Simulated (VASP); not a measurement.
# Si8GeH4O16 in VASP: notebook

Si8GeH4O16 is run at these levels: PBE+D3(BJ); tasks: single point.

Program: VASP 6.6.1. These are calculated values, not measurements. Logs are shortened: lines on timing, memory, paths and dates and some standing lists are left out, and cuts for length are marked.

**1. The cell of the first run**

The cell holds a slab with vacuum, 29 atoms: a = 5.846 Å, b = 5.308 Å, c = 17.710 Å, α = 90.00°, β = 90.00°, γ = 90.00°.

**2. Single point, PBE+D3(BJ)**

INCAR reads:

```
SYSTEM = Si8GeH4O16
  PREC = Accurate
  ENCUT = 520
  EDIFF = 1E-6
  ISMEAR = -1
  SIGMA = 0.02
  LREAL = .FALSE.
  LASPH = .TRUE.
  NELM = 120
  ALGO = Normal
  ISIF = 2
  LWAVE = .FALSE.
  LCHARG = .FALSE.
  GGA = PE
  IVDW = 12
  NBANDS = 93
  GGA_COMPAT = .FALSE.
  NELMDL = -8
```

KPOINTS reads:

```
regular mesh
0
G
  3 3 1
  0 0 0
```

POSCAR reads:

```
Si8GeH4O16
1.0
    5.8463590000      0.0000000000      0.0000000000
    0.0000000000      5.3080000000      0.0000000000
    0.0000000000      0.0000000000     17.7098270000
Si O Ge H
8 16 1 4
Direct
    0.0000000000      0.0000000000      0.0564658254
    0.4999999145      0.2500000000      0.0564658254
    0.4854450437     -0.0026674830      0.2343322721
   -0.0161705773      0.2383705727      0.2259075710
    0.0000000000      0.5000000000      0.0564658254
    0.4999999145      0.7500000000      0.0564658254
    0.4808799802      0.4972739261      0.2253514391
   -0.0156812129      0.7556420497      0.2264637594
   -0.0132689423     -0.0014506405      0.1556371499
    0.1943999676      0.2500000000      0.0564658254
    0.4982832905     -0.0006316880      0.1224814901
    0.8056000324      0.2500000000      0.0564658254
    0.4800264575     -0.0178255463      0.3320911040
    0.6783608396      0.2511844386      0.2285344741
   -0.0157289349     -0.0028743406      0.2880005547
    0.2902377360      0.2478376036      0.2252013529
   -0.0118184668      0.4980838357      0.1591830344
    0.1943999676      0.7500000000      0.0564658254
    0.4956524223      0.4985862849      0.1236862449
    0.8056000324      0.7500000000      0.0564658254
    0.4465584477      0.5007905049      0.3356970681
    0.6790373290      0.7419393369      0.2276162269
   -0.0175062804      0.4957309721      0.2910760224
    0.2901503312      0.7491878297      0.2239811829
    1.1184229364      0.4805050867      0.3831298296
    1.5481546720      0.1305241145      0.3547545100
    0.4959688586      0.6766000377      0.3495077055
    1.0302068347      0.2173274303      0.4115366006
    0.9824524974      0.7049073097      0.4222831765
```

Potentials or basis: VASP PAW PBE potentials, release 64 (Si, O, Ge_d, H).

On the command line:

```bash
$ cat potpaw_PBE.64/Si/POTCAR potpaw_PBE.64/O/POTCAR potpaw_PBE.64/Ge_d/POTCAR potpaw_PBE.64/H/POTCAR > POTCAR
$ mpirun -np 1 vasp_std > vasp.out
```

OUTCAR:

```text
SYSTEM = Si8GeH4O16
   PREC = Accurate
   ENCUT = 520
   EDIFF = 1E-6
   ISMEAR = -1
   LREAL = .FALSE.
   LASPH = .TRUE.
   NELM = 120
   ISIF = 2
   GGA = PE
   IVDW = 12
   NELMDL = -8
 IVDW          = 12

 ion  position               nearest neighbor table
   1  0.000  0.000  0.056-  10 1.75  12 1.75  18 1.75  20 1.75   9 1.76   5 2.65   5 2.65
   2  0.500  0.250  0.056-  11 1.77  19 1.78  10 1.79  12 1.79   6 2.65   6 2.65
   3  0.485  0.997  0.234-  13 1.73  24 1.75  16 1.76  14 1.76  22 1.77  11 1.98   7 2.66   7 2.66

   4  0.984  0.238  0.226-  15 1.69   9 1.78  14 1.79  23 1.79  16 1.79  17 1.82   8 2.56   8 2.75

   5  0.000  0.500  0.056-  10 1.75  12 1.75  18 1.75  20 1.75  17 1.82   1 2.65   1 2.65
   6  0.500  0.750  0.056-  11 1.77  18 1.79  20 1.79  19 1.79   2 2.65   2 2.65
   7  0.481  0.497  0.225-  16 1.73  22 1.74  24 1.74  14 1.74  19 1.80  21 1.96   3 2.66   3 2.66

   8  0.984  0.756  0.226-  15 1.68  22 1.79  24 1.79  23 1.79   9 1.80  17 1.81   4 2.56   4 2.75

   9  0.987  0.999  0.156-   1 1.76   4 1.78   8 1.80
  10  0.194  0.250  0.056-   1 1.75   5 1.75   2 1.79
  11  0.498  0.999  0.122-   6 1.77   2 1.77   3 1.98
  12  0.806  0.250  0.056-   1 1.75   5 1.75   2 1.79
  13  0.480  0.982  0.332-  26 0.97   3 1.73
  14  0.678  0.251  0.229-   7 1.74   3 1.76   4 1.79
  15  0.984  0.997  0.288-   8 1.68   4 1.69
  16  0.290  0.248  0.225-   7 1.73   3 1.76   4 1.79
  17  0.988  0.498  0.159-   8 1.81   4 1.82   5 1.82
  18  0.194  0.750  0.056-   1 1.75   5 1.75   6 1.79
  19  0.496  0.499  0.124-   2 1.78   6 1.79   7 1.80
  20  0.806  0.750  0.056-   1 1.75   5 1.75   6 1.79
  21  0.447  0.501  0.336-  27 1.01   7 1.96  25 2.10
  22  0.679  0.742  0.228-   7 1.74   3 1.77   8 1.79
  23  0.982  0.496  0.291-   4 1.79   8 1.79  25 1.82
  24  0.290  0.749  0.224-   7 1.74   3 1.75   8 1.79
  25  0.118  0.481  0.383-  28 1.57  29 1.59  23 1.82  21 2.10
  26  0.548  0.131  0.355-  13 0.97
  27  0.496  0.677  0.350-  21 1.01
  28  0.030  0.217  0.412-  25 1.57
  29  0.982  0.705  0.422-  25 1.59

  LATTYP: Found a simple orthorhombic cell.
 ALAT       =     5.3080000000
 B/A-ratio  =     1.1014240769
 C/A-ratio  =     3.3364406556

  Lattice vectors:

 A1 = (   0.0000000000,  -5.3080000000,   0.0000000000)
 A2 = (   5.8463590000,   0.0000000000,   0.0000000000)
 A3 = (   0.0000000000,   0.0000000000,  17.7098270000)

Analysis of symmetry for initial positions (statically):
=====================================================================
 Subroutine PRICEL returns:
 Original cell was already a primitive cell.

 Routine SETGRP: Setting up the symmetry group for a
 simple orthorhombic supercell.

 Subroutine GETGRP returns: Found  1 space group operations
 (whereof  1 operations were pure point group operations)
 out of a pool of  8 trial point group operations.

The static configuration has the point symmetry C_1 .

Analysis of symmetry for dynamics (positions and initial velocities):
=====================================================================
 Subroutine PRICEL returns:
 Original cell was already a primitive cell.

 Routine SETGRP: Setting up the symmetry group for a
 simple orthorhombic supercell.

 Subroutine GETGRP returns: Found  1 space group operations
 (whereof  1 operations were pure point group operations)
 out of a pool of  8 trial point group operations.

The dynamic configuration has the point symmetry C_1 .

 Subroutine INISYM returns: Found  1 space group operations
 (whereof  1 operations are pure point group operations),
 and found     1 'primitive' translations

----------------------------------------------------------------------------------------

                                     Primitive cell

  volume of cell :     549.5797

  direct lattice vectors                    reciprocal lattice vectors
     5.846359000  0.000000000  0.000000000     0.171046629  0.000000000  0.000000000
     0.000000000  5.308000000  0.000000000     0.000000000  0.188394876  0.000000000
     0.000000000  0.000000000 17.709827000     0.000000000  0.000000000  0.056465825

  length of vectors
     5.846359000  5.308000000 17.709827000     0.171046629  0.188394876  0.056465825

  position of ions in fractional coordinates (direct lattice)
     0.000000000  0.000000000  0.056465825
     0.499999915  0.250000000  0.056465825
     0.485445044  0.997332517  0.234332272
     0.983829423  0.238370573  0.225907571
     0.000000000  0.500000000  0.056465825
     0.499999915  0.750000000  0.056465825
[... 21 lines left out ...]
     0.030206835  0.217327430  0.411536601
     0.982452497  0.704907310  0.422283177

  ion indices of the primitive-cell ions
   primitive index   ion index
                 1           1
                 2           2
                 3           3
                 4           4
                 5           5
                 6           6
[... 21 lines left out ...]
                28          28
                29          29

----------------------------------------------------------------------------------------

 KPOINTS: regular mesh

Automatic generation of k-mesh.
 Grid dimensions read from file:
 generate k-points for:    3    3    1

 Generating k-lattice:

  Cartesian coordinates                     Fractional coordinates (reciprocal lattice)
     0.057015543  0.000000000  0.000000000     0.333333333  0.000000000  0.000000000
     0.000000000  0.062798292  0.000000000     0.000000000  0.333333333  0.000000000
     0.000000000  0.000000000  0.056465825     0.000000000  0.000000000  1.000000000

  Length of vectors
     0.057015543  0.062798292  0.056465825

  Shift w.r.t. Gamma in fractional coordinates (k-lattice)
     0.000000000  0.000000000  0.000000000

 Subroutine IBZKPT returns following result:
 ===========================================

 Found      5 irreducible k-points:

 Following reciprocal coordinates:
            Coordinates               Weight
  0.000000  0.000000  0.000000      1.000000
  0.333333  0.000000  0.000000      2.000000
  0.000000  0.333333  0.000000      2.000000
  0.333333  0.333333  0.000000      2.000000
 -0.333333  0.333333  0.000000      2.000000
   k-points           NKPTS =      5   k-points in BZ     NKDIM =      5   number of bands    NBANDS=     93
   number of dos      NEDOS =    301   number of ions     NIONS =     29
   total plane-waves  NPLWV = 268800
   dimension x,y,z NGX =    48 NGY =   40 NGZ =  140
   dimension x,y,z NGXF=    96 NGYF=   80 NGZF=  280
   ions per type =               8  16   1   4
   NGX,Y,Z   is equivalent  to a cutoff of  13.65, 12.53, 13.14 a.u.
   NGXF,Y,Z  is equivalent  to a cutoff of  27.30, 25.06, 26.28 a.u.
 SYSTEM =  Si8GeH4O16
   PREC   = accura    normal or accurate (medium, high low for compatibility)
   ISTART =      0    job   : 0-new  1-cont  2-samecut
   ICHARG =      2    charge: 1-file 2-atom 10-const
   ISPIN  =      1    spin polarized calculation?
   LNONCOLLINEAR =      F non collinear calculations
   LSORBIT =      F    spin-orbit coupling
   LASPH  =      T    aspherical Exc in radial PAW
   ENCUT  =  520.0 eV  38.22 Ry    6.18 a.u.  10.87  9.87 32.93*2*pi/ulx,y,z
   NELM   =    120;   NELMIN=  2; NELMDL= -8     # of ELM steps
   EDIFF  = 0.1E-05   stopping-criterion for ELM
   LREAL  =      F    real-space projection
   EDIFFG = 0.1E-04   stopping-criterion for IOM
   NSW    =      0    number of steps for IOM
   IBRION =     -1    ionic relax: 0-MD 1-quasi-New 2-CG
   NFREE  =      0    steps in history (QN), initial steepest desc. (CG)
   ISIF   =      2    stress and relaxation
   ISYM   =      2    0-nonsym 1-usesym 2-fastsym
   POTIM  = 0.5000    time-step for ionic-motion
   TEBEG  =    0.0;   TEEND  =   0.0 temperature during run
   PSTRESS=    0.0 pullay stress
   NELECT =     146.0000    total number of electrons
   NUPDOWN=      -1.0000    fix difference up-down
   EMIN   =  10.00;   EMAX   =-10.00  energy-range for DOS
   EFERMI =   0.00;   METHOD = LEGACY
   ISMEAR =    -1;   SIGMA  =   0.02  broadening in eV -4-tet -1-fermi 0-gaus
   EFERMI_NEDOS =   21; number of points for ismear=-14 and -15
   IALGO  =     38    algorithm
   IMIX   =      4    mixing-type and parameters
     AMIX     =   0.40;   BMIX     =  1.00
     AMIX_MAG =   1.60;   BMIX_MAG =  1.00
  volume/ion in A,a.u.               =      18.95       127.89
  Fermi-wavevector in a.u.,A,eV,Ry     =   1.052403  1.988754 15.069170  1.107553
  Thomas-Fermi vector in A             =   2.187485
   LORBIT       =      0    0 simple, 1 ext, 2 COOP (PROOUT), +10 PAW based schemes
   GGA     = PE    functional components
   LHFCALC =     F    Hartree Fock is set to
   AEXX    =    0.0000 exact exchange contribution
   IVDW    =    12    specifies the selected vdW correction
   LEPSILON=     F    determine dielectric tensor
   LRPA    =     F    only Hartree local field effects (RPA)
 non-spin polarized calculation
  energy-cutoff  :      520.00
  volume of cell :      549.58
 maximum number of plane-waves:     14803
 NGX is ok and might be reduce to    48
   NGX = 21   NGY = 19   NGZ = 65

 number of electron     145.9999983 magnetization

 Free energy of the ion-electron system (eV)
  ---------------------------------------------------
  ext. energy  EPLUGINS =         0.00000000
  ---------------------------------------------------
  free energy    TOTEN  =      -191.60175445 eV

  energy without entropy =     -191.59126927  energy(sigma->0) =     -191.59651186

 E-fermi :   1.8798     XC(G=0):  -5.8735

 val. band max:        1.8584614192   @ k =   0.3333   0.0000   0.0000
 cond. band min:       1.9005546343   @ k =   0.3333   0.0000   0.0000
 fundamental gap:      0.0420932151
 Fermi energy:         1.8797615469

 k-point     1 :       0.0000    0.0000    0.0000
  band No.  band energies     occupation
      1     -24.7384      2.00000
      2     -24.5705      2.00000
      3     -24.5146      2.00000
      4     -24.4780      2.00000
      5     -24.4660      2.00000
      6     -22.9115      2.00000
[... 429 lines left out ...]
     84       7.2031      0.00000
     85       7.3463      0.00000
 [bands above 85 left out]

------------------------ aborting loop because EDIFF is reached ----------------------------------------

 Edisp (eV)   -4.53639

 E8    (eV) :    -1.6123

  FORCE on cell =-STRESS in cart. coord.  units (eV):
  Direction    XX          YY          ZZ          XY          YZ          ZX
  --------------------------------------------------------------------------------------
  -------------------------------------------------------------------------------------
  Total      25.38094     3.56608     0.64455    -0.05815     1.37774     6.30667
  in kB      73.99249    10.39611     1.87904    -0.16953     4.01648    18.38571
  external pressure =       28.76 kB  Pullay stress =        0.00 kB

 VOLUME and BASIS-vectors are now :
 -----------------------------------------------------------------------------
  energy-cutoff  :      520.00
  volume of cell :      549.58
      direct lattice vectors                 reciprocal lattice vectors
     5.846359000  0.000000000  0.000000000     0.171046629  0.000000000  0.000000000
     0.000000000  5.308000000  0.000000000     0.000000000  0.188394876  0.000000000
     0.000000000  0.000000000 17.709827000     0.000000000  0.000000000  0.056465825

 POSITION                                       TOTAL-FORCE (eV/Angst)
 -----------------------------------------------------------------------------------
      0.00000      0.00000      1.00000        -0.189308     -0.006563      4.061910
      2.92318      1.32700      1.00000         0.011949     -0.176848     -0.787204
      2.83809      5.29384      4.14998         0.026319     -0.036899     -0.102687
      5.75182      1.26527      4.00078         0.071020      0.115943     -0.047963
      0.00000      2.65400      1.00000        -0.207031     -0.012378      4.467737
      2.92318      3.98100      1.00000         0.012730      0.094705     -0.763484
[... 21 lines left out ...]
      0.17660      1.15357      7.28824         0.526751      0.211934     -0.086205
      5.74377      3.74165      7.47856         0.708238     -0.059233     -0.124775
 -----------------------------------------------------------------------------------
    total drift:                               -0.001338     -0.000856      0.003618

  FREE ENERGIE OF THE ION-ELECTRON SYSTEM (eV)
  ---------------------------------------------------
  free  energy   TOTEN  =      -196.1381405047 eV

  energy  without entropy=     -196.1276553298  energy(sigma->0) =     -196.13289792
```

It took 18 min on 1 thread of Oxide Virtual Turin-like, shared host; peak memory 0.65 GiB.

What came out:

* Free energy: -196.1381 eV
* Largest force: 4.473 eV/Å
* Band gap on the k mesh: 0.04 eV
* Dispersion energy per atom: -0.156 eV

Forces on the atoms (eV/Å):
```
Si  -0.189 -0.007  4.062
Si   0.012 -0.177 -0.787
Si   0.026 -0.037 -0.103
Si   0.071  0.116 -0.048
Si  -0.207 -0.012  4.468
Si   0.013  0.095 -0.763
Si   0.078  0.010 -0.189
Si   0.008 -0.084 -0.107
O   -0.036  0.001  0.048
O   -1.954  0.101 -1.662
O   -0.020  0.015  0.171
O    1.700  0.192 -1.970
O   -0.090 -0.160 -0.018
O   -0.055  0.052  0.134
O    0.003 -0.009  0.107
O   -0.030  0.061 -0.016
O   -0.032 -0.002  0.040
O   -1.950 -0.160 -1.649
O    0.003  0.001 -0.260
O    1.697 -0.251 -1.959
O   -0.435 -0.155  0.601
O   -0.024 -0.036  0.091
O    0.070 -0.011 -0.025
O   -0.010 -0.095  0.070
Ge   0.058  0.008 -0.123
H    0.098  0.057  0.070
H   -0.041  0.334  0.030
H    0.527  0.212 -0.086
H    0.708 -0.059 -0.125
```

Levels at points of the mesh, in eV from the valence-band top:
| k point | band 70 | band 71 | band 72 | band 73 | band 74 | band 75 | band 76 | band 77 |
| --- | --- | --- | --- | --- | --- | --- | --- | --- |
| (0.00, 0.00, 0.00) | -2.85 | -2.51 | -1.69 | -0.09 | 0.24 | 0.31 | 1.18 | 1.23 |

Caveat: there is no dipole correction, which matters where the two faces differ; semilocal functionals underestimate gaps, and a narrow one can read as zero.

**3. Single point, PBE+D3(BJ)**

INCAR reads:

```
SYSTEM = Si8GeH4O16
PREC = Accurate
ENCUT = 520
EDIFF = 1E-6
ISMEAR = -1
SIGMA = 0.02
LREAL = .False.
LASPH = .True.
NELM = 120
ALGO = Normal
ISIF = 2
LWAVE = .False.
LCHARG = .False.
GGA = PE
IVDW = 12
NBANDS = 93
GGA_COMPAT = .False.
NELMDL = -8
```

KPOINTS reads:

```
regular mesh
0
Gamma
  3 3 1
  0 0 0
```

POSCAR reads:

```
Si8GeH4O16
1.0
    5.8463590000      0.0000000000      0.0000000000
    0.0000000000      5.3080000000      0.0000000000
    0.0000000000      0.0000000000     17.7098270000
Si O Ge H
8 16 1 4
Direct
    0.0000000000      0.0000000000      0.0564658254
    0.4999999145      0.2500000000      0.0564658254
    0.4999631395      0.0096659759      0.2429911371
    0.0000391697      0.2500269405      0.2291413688
    0.0000000000      0.5000000000      0.0564658254
    0.4999999145      0.7500000000      0.0564658254
    0.4999176410      0.4903151846      0.2428286849
    0.0000049604      0.7499894499      0.2344503422
   -0.0000761157     -0.0046663527      0.1546325664
    0.1943999676      0.2500000000      0.0564658254
    0.5000342948     -0.0024182366      0.1133179901
    0.8056000324      0.2500000000      0.0564658254
    0.4996646631      0.1143807460      0.3372204596
    0.6920755294      0.2499585531      0.2177240918
    0.0000974966      0.0057846647      0.2887095396
    0.3079099316      0.2498980784      0.2176068123
   -0.0000555902      0.5046505275      0.1546391729
    0.1943999676      0.7500000000      0.0564658254
    0.5000274530      0.5024412208      0.1133838857
    0.8056000324      0.7500000000      0.0564658254
    0.4992327703      0.3857396383      0.3371162801
    0.6861810915      0.7500128109      0.2353602325
    0.0000822734      0.4942415222      0.2887247854
    0.3137889753      0.7500156368      0.2352642970
    0.9764634707      0.2372914469      0.4879171886
    1.2220034726      0.3086878297      0.4667244914
    0.8077252868      0.4345077242      0.4584067366
    0.9166334124     -0.0250659382      0.4578552348
    0.9593423873      0.2310847777      0.5751154430
```

Potentials or basis: VASP PAW PBE potentials, release 64 (Si, O, Ge_d, H).

On the command line:

```bash
$ cat potpaw_PBE.64/Si/POTCAR potpaw_PBE.64/O/POTCAR potpaw_PBE.64/Ge_d/POTCAR potpaw_PBE.64/H/POTCAR > POTCAR
$ mpirun -np 1 vasp_std > vasp.out
```

Wall time 21 min (1 thread of Oxide Virtual Turin-like, shared host); peak memory 0.67 GiB.

It converged, with:

- Free energy: -190.6434 eV
- Largest force: 6.730 eV/Å
- Band gap on the k mesh: 0.04 eV (least direct gap 0.07 eV)
- Dispersion energy per atom: -0.142 eV

Forces in eV/Å, atoms in the order of the input:
```
Si  -0.002 -0.141  6.728
Si   0.001  0.016  0.225
Si   0.000 -0.049 -0.085
Si   0.000  0.000 -0.074
Si  -0.002  0.141  6.725
Si   0.001 -0.015 -0.308
Si   0.000  0.049 -0.085
Si   0.000  0.000 -0.065
O    0.000 -0.003  0.067
O   -1.439  0.000 -3.278
O    0.000  0.004  0.079
O    1.439  0.001 -3.280
O    0.000 -0.210  0.067
O    0.035  0.000  0.005
O    0.000  0.009  0.070
O   -0.035  0.000  0.005
O    0.000  0.004  0.067
O   -1.334 -0.001 -3.540
O    0.000 -0.004  0.079
O    1.336 -0.001 -3.544
O   -0.001  0.210  0.067
O    0.012  0.000  0.002
O    0.000 -0.009  0.069
O   -0.012  0.000  0.003
Ge   0.002  0.000 -0.003
H   -0.028 -0.007  0.008
H    0.019 -0.021  0.011
H    0.007  0.028  0.011
H    0.002  0.001 -0.027
```

Levels at points of the mesh, in eV from the valence-band top:
| k point | band 69 | band 70 | band 71 | band 72 | band 73 | band 74 | band 75 | band 76 | band 77 | band 78 |
| --- | --- | --- | --- | --- | --- | --- | --- | --- | --- | --- |
| (0.00, 0.00, 0.00) | -0.87 | -0.82 | -0.63 | -0.44 | 0.00 | 0.09 | 0.62 | 1.15 | 2.12 | 3.84 |

Caveat: there is no dipole correction, which matters where the two faces differ; semilocal functionals underestimate gaps, and a narrow one can read as zero.
